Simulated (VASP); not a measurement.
**NaF: single point with PBE-based screened hybrid with 40 % exact exchange**

The system is NaF.

```
CELL_PARAMETERS angstrom
0.00000 2.32000 2.32000
2.32000 0.00000 2.32000
2.32000 2.32000 0.00000
ATOMIC_POSITIONS crystal
Na 0.00000 0.00000 0.00000
F 0.50000 0.50000 0.50000
```

| Item | Value |
| --- | --- |
| Program | VASP 6.6.1 |
| Task | single point |
| Functional | PBE-based screened hybrid with 40 % exact exchange |
| Potentials or basis | VASP PAW PBE potentials, release 64 (Na_pv, F) |
| Cutoff | 520 eV |
| k mesh | 6 × 6 × 6 |
| Occupations | gaussian, width 0.01 eV |
| Spin | no spin polarisation |
| Dipole correction | no |
| Grid for exact exchange (PRECFOCK) | Normal |
| Share of exact exchange | 0.4 |
| Further INCAR settings | ALGO = Normal; EDIFF = 1e-06; NBANDS = 14 |
| Screening parameter | 0.20787 1/Å |

- Pressure: -1.0 GPa
- Band gap on the k mesh: 9.75 eV

Levels at points of the mesh, in eV from the valence-band top:
| k point | band 4 | band 5 | band 6 | band 7 | band 8 | band 9 | band 10 | band 11 |
| --- | --- | --- | --- | --- | --- | --- | --- | --- |
| (0.00, 0.00, 0.00) | -21.22 | 0.00 | 0.00 | 0.00 | 9.75 | 22.77 | 22.77 | 22.77 |
| (0.50, 0.00, 0.00) | -20.51 | -1.62 | -0.27 | -0.27 | 14.31 | 16.22 | 23.98 | 23.98 |
| (0.50, 0.50, 0.00) | -21.27 | -1.33 | -0.44 | -0.44 | 16.79 | 16.89 | 17.38 | 23.88 |

It took 24 min on 1 thread of Intel Xeon 8259CL, with other jobs on the host, peak memory 0.24 GiB.

Caveat: the PAW data sets were made with another functional, which shifts forces and pressure a little.
